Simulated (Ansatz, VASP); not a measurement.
**TiC: VASP beside Ansatz**

File INCAR:

```
SYSTEM = TiC
  PREC = Accurate
  ENCUT = 520
  EDIFF = 1E-7
  ISMEAR = 0
  SIGMA = 0.15
  LREAL = .False.
  LASPH = .True.
  NELM = 80
  ALGO = Normal
  ISIF = 2
  LWAVE = .False.
  LCHARG = .True.
  GGA = PS
  LELF = .True.
  LVHAR = .True.
  NBANDS = 24
```

KPOINTS

```
regular mesh
0
Gamma
  12 12 8
  0 0 0
```

POSCAR

```
TiC
1.0
    0.0084555233     -2.1277801554     -2.1115507916
   -0.0198803906      2.1801303725     -2.1639010087
    4.3389454297     -0.0283359139      0.0114248673
Ti C
2 2
Direct
    0.3918318035      0.4811808223      0.5558691528
   -0.0023850254     -0.0557095852     -0.0984313661
    0.6733804290      0.5224629026     -0.0128676496
   -0.0628272071      0.0520658603      0.5554298629
```

Input for Ansatz:

```yaml
crystal:
  lattice:
    - [0.0084555233, -2.1277801554, -2.1115507916]
    - [-0.0198803906, 2.1801303725, -2.1639010087]
    - [4.3389454297, -0.0283359139, 0.0114248673]
  atoms:
    - { symbol: Ti, position: [0.3918318035, 0.4811808223, 0.5558691528] }
    - { symbol: Ti, position: [-0.0023850254, -0.0557095852, -0.0984313661] }
    - { symbol: C, position: [0.673380429, 0.5224629026, -0.0128676496] }
    - { symbol: C, position: [-0.0628272071, 0.0520658603, 0.5554298629] }
basis:
  ecutwfc: 420
kpoints:
  mp_grid: { grid: [12, 12, 8] }
hamiltonian:
  xc: pbesol
scf:
  occupations: { method: gaussian, width: 0.15 }
output:
  forces: true
  stress: true
  eigenvalues: true
```

Change from the starting cell: all atoms moved at random, sigma 0.25 Å a component, cell strained at random, sigma 0.01.

Alike in both runs: task single point; functional PBEsol; k mesh 12 × 12 × 8; occupations gaussian, width 0.15 eV; no spin polarisation.

|  | VASP | Ansatz |
| --- | --- | --- |
| version | VASP 6.6.1 | Ansatz 0.2.0 |
| potentials or method | VASP PAW PBE potentials, release 64 (Ti_sv, C), cutoff 520 eV | scalar-relativistic, plane waves, PAW |
| valence electrons in the cell | 32 | 32 |

```csv
,VASP,Ansatz,Ansatz less VASP
gap on the k mesh at the Fermi level (eV),0.08,0.08,0.000
least direct gap on the mesh (eV),0.33,0.34,+0.009
pressure (GPa),69.0,68.0,-0.92
"traceless stress, the component that is largest in VASP (GPa)",-44.05,-43.22,+0.829
rms of the force components (eV/Å),7.669,7.543,-0.1260
```

VASP's potentials were made for PBE, not for PBEsol. Atom by atom the forces differ by 0.145 eV/Å (rms over components). Both programs put the cell under a high pressure, so it lies far from rest at this level. With one functional, cell and mesh, what is left measures potentials, basis and numerics.

Noted on VASP's run: the cell as given lies far from equilibrium.
